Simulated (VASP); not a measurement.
Sr2MgTe3, 6 atoms in the cell. The structure is tetragonal, space group I4/mmm (No. 139). Conventional cell: a = 4.542 Å, b = 4.542 Å, c = 18.883 Å, α = 90.00°, β = 90.00°, γ = 90.00°. Mg (site symmetry 4/mmm) has 6 Te at 2.97 to 3.21 Å within 3.9 Å. Te (site symmetry 4mm) has 1 Mg at 2.97 Å and 5 Sr at 3.22 to 3.34 Å within 3.9 Å. Te (site symmetry 4/mmm) has 2 Sr at 3.14 Å and 4 Mg at 3.21 Å within 4.1 Å. Sr (site symmetry 4mm) has 6 Te at 3.14 to 3.34 Å within 4.1 Å. 

| Item | Value |
| --- | --- |
| Program | VASP 6.6.1 |
| Task | single point |
| Functional | PBE |
| Potentials or basis | VASP PAW PBE potentials, release 64 (Mg, Te, Sr_sv) |
| Cutoff | 520 eV |
| k mesh | 6 × 6 × 6 |
| Occupations | gaussian, width 0.01 eV |
| Spin | no spin polarisation |
| Dipole correction | no |
| Further INCAR settings | ALGO = Normal; EDIFF = 1e-06; NBANDS = 29 |

Potentials or basis: VASP PAW PBE potentials, release 64 (Mg, Te, Sr_sv).

Command:

```bash
$ cat potpaw_PBE.64/Mg/POTCAR potpaw_PBE.64/Te/POTCAR potpaw_PBE.64/Sr_sv/POTCAR > POTCAR
$ mpirun -np 1 vasp_std > vasp.out
```

Hardware: 1 thread of Intel(R) Xeon(R) Platinum 8259CL CPU @ 2.50GHz (Skylake/Cascade Lake), with other jobs on the host.

**Question.** How long does it take, and how much memory?

**Answer.** Run time: 17 min on 1 thread of Intel(R) Xeon(R) Platinum 8259CL CPU @ 2.50GHz (Skylake/Cascade Lake), on a shared host, peak memory 1 GiB. Counts: scf iterations 14, k points 30.
